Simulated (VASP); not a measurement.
# CsBr (Pm-3m) in VASP: notebook, part 3 of 3

VASP 6.6.1. The steps go on from the part before.

**4. Relaxation of the atoms, PBE**

This run uses another cell than the first one, of 40.47 Å³/atom.

Contents of INCAR:

```
ALGO = Normal
EDIFF = 1E-7
EDIFFG = -0.01
ENCUT = 450
GGA = PE
GGA_COMPAT = F
IBRION = 2
ISIF = 2
ISMEAR = -1
LASPH = T
LCHARG = F
LREAL = F
LWAVE = F
NELM = 120
NELMIN = 4
NSW = 50
PREC = Accurate
SIGMA = 0.03
```

Contents of KPOINTS:

```
k-points
0
Gamma
  7 7 7
```

Contents of POSCAR:

```
CsBr
1.0
    4.3256222200      0.0000000000      0.0000000000
    0.0000000000      4.3256222200      0.0000000000
    0.0000000000      0.0000000000      4.3256222200
Cs Br
1 1
Direct
    0.0000000000      0.0000000000      0.0000000000
    0.5000000000      0.5000000000      0.5000000000
```

Potentials or basis: VASP PAW PBE potentials, release 64 (Cs_sv, Br).

Started as:

```bash
$ cat potpaw_PBE.64/Cs_sv/POTCAR potpaw_PBE.64/Br/POTCAR > POTCAR
$ mpirun -np 1 vasp_std > vasp.out
```

OUTCAR:

```text
EDIFF = 1E-7
   EDIFFG = -0.01
   ENCUT = 450
   GGA = PE
   IBRION = 2
   ISIF = 2
   ISMEAR = -1
   LASPH = T
   LREAL = F
   NELM = 120
   NELMIN = 4
   NSW = 50
   PREC = Accurate

 ion  position               nearest neighbor table
   1  0.000  0.000  0.000-
   2  0.500  0.500  0.500-

  LATTYP: Found a simple cubic cell.
 ALAT       =     4.3256222200

  Lattice vectors:

 A1 = (   4.3256222200,   0.0000000000,   0.0000000000)
 A2 = (   0.0000000000,   4.3256222200,   0.0000000000)
 A3 = (   0.0000000000,   0.0000000000,   4.3256222200)

Analysis of symmetry for initial positions (statically):
=====================================================================
 Subroutine PRICEL returns:
 Original cell was already a primitive cell.

 Routine SETGRP: Setting up the symmetry group for a
 simple cubic supercell.

 Subroutine GETGRP returns: Found 48 space group operations
 (whereof 48 operations were pure point group operations)
 out of a pool of 48 trial point group operations.

The static configuration has the point symmetry O_h .

Analysis of symmetry for dynamics (positions and initial velocities):
=====================================================================
 Subroutine PRICEL returns:
 Original cell was already a primitive cell.

 Routine SETGRP: Setting up the symmetry group for a
 simple cubic supercell.

 Subroutine GETGRP returns: Found 48 space group operations
 (whereof 48 operations were pure point group operations)
 out of a pool of 48 trial point group operations.

The dynamic configuration has the point symmetry O_h .

 Subroutine INISYM returns: Found 48 space group operations
 (whereof 48 operations are pure point group operations),
 and found     1 'primitive' translations

----------------------------------------------------------------------------------------

                                     Primitive cell

  volume of cell :      80.9368

  direct lattice vectors                    reciprocal lattice vectors
     4.325622220  0.000000000  0.000000000     0.231180614  0.000000000  0.000000000
     0.000000000  4.325622220  0.000000000     0.000000000  0.231180614  0.000000000
     0.000000000  0.000000000  4.325622220     0.000000000  0.000000000  0.231180614

  length of vectors
     4.325622220  4.325622220  4.325622220     0.231180614  0.231180614  0.231180614

  position of ions in fractional coordinates (direct lattice)
     0.000000000  0.000000000  0.000000000
     0.500000000  0.500000000  0.500000000

  ion indices of the primitive-cell ions
   primitive index   ion index
                 1           1
                 2           2

----------------------------------------------------------------------------------------

 KPOINTS: k-points

Automatic generation of k-mesh.
 Grid dimensions read from file:
 generate k-points for:    7    7    7
[... 22 lines left out ...]
  0.142857  0.000000  0.000000      6.000000
  0.285714  0.000000  0.000000      6.000000
  0.428571  0.000000  0.000000      6.000000
  0.142857  0.142857  0.000000     12.000000
  0.285714  0.142857  0.000000     24.000000
[... 12 lines left out ...]
  0.428571  0.428571  0.285714     24.000000
  0.428571  0.428571  0.428571      8.000000
   k-points           NKPTS =     20   k-points in BZ     NKDIM =     20   number of bands    NBANDS=     12
   number of dos      NEDOS =    301   number of ions     NIONS =      2
   total plane-waves  NPLWV =  27000
   dimension x,y,z NGX =    30 NGY =   30 NGZ =   30
   dimension x,y,z NGXF=    60 NGYF=   60 NGZF=   60
   ions per type =               1   1
   NGX,Y,Z   is equivalent  to a cutoff of  11.53, 11.53, 11.53 a.u.
   NGXF,Y,Z  is equivalent  to a cutoff of  23.06, 23.06, 23.06 a.u.
 SYSTEM =  unknown system
   PREC   = accura    normal or accurate (medium, high low for compatibility)
   ISTART =      0    job   : 0-new  1-cont  2-samecut
   ICHARG =      2    charge: 1-file 2-atom 10-const
   ISPIN  =      1    spin polarized calculation?
   LNONCOLLINEAR =      F non collinear calculations
   LSORBIT =      F    spin-orbit coupling
   LASPH  =      T    aspherical Exc in radial PAW
   ENCUT  =  450.0 eV  33.07 Ry    5.75 a.u.   7.48  7.48  7.48*2*pi/ulx,y,z
   NELM   =    120;   NELMIN=  4; NELMDL= -5     # of ELM steps
   EDIFF  = 0.1E-06   stopping-criterion for ELM
   LREAL  =      F    real-space projection
   EDIFFG = -.1E-01   stopping-criterion for IOM
   NSW    =     50    number of steps for IOM
   IBRION =      2    ionic relax: 0-MD 1-quasi-New 2-CG
   NFREE  =      1    steps in history (QN), initial steepest desc. (CG)
   ISIF   =      2    stress and relaxation
   ISYM   =      2    0-nonsym 1-usesym 2-fastsym
   POTIM  = 0.5000    time-step for ionic-motion
   TEBEG  =    0.0;   TEEND  =   0.0 temperature during run
   PSTRESS=    0.0 pullay stress
   NELECT =      16.0000    total number of electrons
   NUPDOWN=      -1.0000    fix difference up-down
   EMIN   =  10.00;   EMAX   =-10.00  energy-range for DOS
   EFERMI =   0.00;   METHOD = LEGACY
   ISMEAR =    -1;   SIGMA  =   0.03  broadening in eV -4-tet -1-fermi 0-gaus
   EFERMI_NEDOS =   21; number of points for ismear=-14 and -15
   IALGO  =     38    algorithm
   IMIX   =      4    mixing-type and parameters
     AMIX     =   0.40;   BMIX     =  1.00
     AMIX_MAG =   1.60;   BMIX_MAG =  1.00
  volume/ion in A,a.u.               =      40.47       273.09
  Fermi-wavevector in a.u.,A,eV,Ry     =   0.953673  1.802181 12.374397  0.909493
  Thomas-Fermi vector in A             =   2.082350
   LORBIT       =      0    0 simple, 1 ext, 2 COOP (PROOUT), +10 PAW based schemes
   GGA     = PE    functional components
   LHFCALC =     F    Hartree Fock is set to
   AEXX    =    0.0000 exact exchange contribution
   IVDW    =     0    specifies the selected vdW correction
   LEPSILON=     F    determine dielectric tensor
   LRPA    =     F    only Hartree local field effects (RPA)
 conjugate gradient relaxation of ions
 non-spin polarized calculation
  energy-cutoff  :      450.00
  volume of cell :       80.94
 maximum number of plane-waves:      1775
 NGX is ok and might be reduce to    30
   NGX = 15   NGY = 15   NGZ = 15

 number of electron      15.9999999 magnetization

 Free energy of the ion-electron system (eV)
  ---------------------------------------------------
  ext. energy  EPLUGINS =         0.00000000
  ---------------------------------------------------
  free energy    TOTEN  =        -6.01651741 eV

  energy without entropy =       -6.01651741  energy(sigma->0) =       -6.01651741

 E-fermi :   0.2070     XC(G=0):  -7.9521

 val. band max:       -0.4391857174   @ k =   0.0000   0.0000   0.0000
 cond. band min:       3.9791496335   @ k =   0.0000   0.0000   0.0000
 fundamental gap:      4.4183353509
 Fermi energy:         0.2070282319

 k-point     1 :       0.0000    0.0000    0.0000
  band No.  band energies     occupation
      1     -20.2496      2.00000
      2     -12.7671      2.00000
      3      -6.8546      2.00000
      4      -6.8546      2.00000
      5      -6.8546      2.00000
      6      -0.4392      2.00000
      7      -0.4392      2.00000
      8      -0.4392      2.00000
      9       3.9791      0.00000
     10       4.5077      0.00000
     11       4.5077      0.00000
     12       8.6020      0.00000
[... 271 lines left out ...]
 k-point    20 :       0.4286    0.4286    0.4286
  band No.  band energies     occupation
      1     -20.1278      2.00000
      2     -12.6101      2.00000
      3      -7.2333      2.00000
      4      -7.2190      2.00000
      5      -7.2190      2.00000
      6      -1.4853      2.00000
      7      -1.4853      2.00000
      8      -1.4002      2.00000
      9       7.1015      0.00000
     10       7.5984      0.00000
     11       7.5984      0.00000
     12       8.4374      0.00000

------------------------ aborting loop because EDIFF is reached ----------------------------------------

  FORCE on cell =-STRESS in cart. coord.  units (eV):
  Direction    XX          YY          ZZ          XY          YZ          ZX
  --------------------------------------------------------------------------------------
  -------------------------------------------------------------------------------------
  Total        0.3210343      0.3210343      0.3210343     -0.0000000      0.0000000      0.0000000
  in kB        6.3550111      6.3550111      6.3550111     -0.0000000      0.0000000      0.0000000
  external PRESSURE =       6.3550111 kB  Pullay stress =       0.0000000 kB

 VOLUME and BASIS-vectors are now :
 -----------------------------------------------------------------------------
  energy-cutoff  :      450.00
  volume of cell :       80.94
      direct lattice vectors                 reciprocal lattice vectors
     4.325622220  0.000000000  0.000000000     0.231180614  0.000000000  0.000000000
     0.000000000  4.325622220  0.000000000     0.000000000  0.231180614  0.000000000
     0.000000000  0.000000000  4.325622220     0.000000000  0.000000000  0.231180614

 POSITION                                       TOTAL-FORCE (eV/Angst)
 -----------------------------------------------------------------------------------
      0.00000      0.00000      0.00000         0.000000      0.000000      0.000000
      2.16281      2.16281      2.16281         0.000000      0.000000      0.000000
 -----------------------------------------------------------------------------------
    total drift:                                0.000000      0.000000     -0.000000

  FREE ENERGIE OF THE ION-ELECTRON SYSTEM (eV)
  ---------------------------------------------------
  free  energy   TOTEN  =        -6.0165174098 eV

  energy  without entropy=       -6.0165174097  energy(sigma->0) =       -6.01651741

 reached required accuracy - stopping structural energy minimisation
```

CONTCAR:

```text
CsBr
   1.00000000000000
     4.3256222199999996    0.0000000000000000    0.0000000000000000
     0.0000000000000000    4.3256222199999996    0.0000000000000000
     0.0000000000000000    0.0000000000000000    4.3256222199999996
  Cs              Br
     1     1
Direct
     0.0000000000000000    0.0000000000000000    0.0000000000000000
     0.5000000000000000    0.5000000000000000    0.5000000000000000

  0.00000000E+00  0.00000000E+00  0.00000000E+00
  0.00000000E+00  0.00000000E+00  0.00000000E+00
```

It took 20 s on 1 thread of Oxide Virtual Turin-like, shared host; peak memory 0.13 GiB.

Results:

- Free energy: -6.0165 eV
- Pressure after relaxing: 0.6 GPa
- Band gap on the k mesh: 4.42 eV

Final structure:
```xyz
2
Lattice="4.3256 0.0000 0.0000 0.0000 4.3256 0.0000 0.0000 0.0000 4.3256" Properties=species:S:1:pos:R:3 pbc="T T T"
Cs    0.0000    0.0000    0.0000
Br    2.1628    2.1628    2.1628
```

Levels at points of the mesh, in eV from the valence-band top:
```csv
k point,band 5,band 6,band 7,band 8,band 9,band 10,band 11,band 12
"(0.00, 0.00, 0.00)",-6.42,0.00,0.00,0.00,4.42,4.95,4.95,9.04
```

Caveat: the relaxation stopped at its first step, so nothing moved; spin-orbit coupling is left out, which moves the levels of the heavy elements; an odd mesh through Γ misses points on the zone boundary, where band edges can lie.

**5. Overview**

| cell | gap on the mesh (eV) | pressure (GPa) |
| --- | --- | --- |
| atoms relaxed from a = 3.648 Å, 2 atoms | 3.33 | 28.1 |
| atoms relaxed from a = 4.176 Å, 2 atoms | 4.80 | 2.7 |
| atoms relaxed from a = 4.326 Å, 2 atoms | 4.42 | 0.6 |

Alike in all rows: task relaxation of the atoms; level PBE; potentials or basis VASP PAW PBE potentials, release 64 (Cs_sv, Br); no spin polarisation; k mesh 7 × 7 × 7; cutoff (eV) 450; smearing fermi-dirac 0.03 eV.

Caveats: the relaxation stopped at its first step, so nothing moved; spin-orbit coupling is left out, which moves the levels of the heavy elements; an odd mesh through Γ misses points on the zone boundary, where band edges can lie.

Absolute energies hang on the potentials; compare differences alone.
